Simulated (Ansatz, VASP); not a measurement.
## Two plane-wave programs on FeO

```xyz
2
Lattice="1.5188 0.8769 2.5196 -1.5188 0.8769 2.5196 0.0000 -1.7538 2.5196" Properties=species:S:1:pos:R:3 pbc="T T T"
Fe    0.0000    0.0000    0.0000
O     0.0000    0.0000    3.7794
```

Alike in both runs: task single point; functional PBE; k mesh 10 × 10 × 10; occupations fermi-dirac, width 0.15 eV; collinear spin.

```csv
,VASP,Ansatz
version,VASP 6.6.1,Ansatz 0.2.0
potentials or method,"VASP PAW PBE potentials, release 64 (Fe, O), cutoff 520 eV","plane waves, PAW"
valence electrons in the cell,14,22
```

|  | VASP | Ansatz | Ansatz less VASP |
| --- | --- | --- | --- |
| pressure (GPa) | -0.7 | -0.7 | -0.07 |
| traceless stress, the component that is largest in VASP (GPa) | -0.70 | -0.67 | +0.031 |
| net moment per atom (μB) | 1.99 | 1.99 | +0.001 |
| size of the moment on the site where the two differ most (μB) | 3.60 | 3.44 | -0.167 |

Site moments also hang on the region over which each program counts them. VASP's potentials hold 14 valence electrons a cell and Ansatz's 22, so a difference there can come from the potentials and not from the codes. Ansatz's warnings: given moment on shells, stress scf threshold loose.
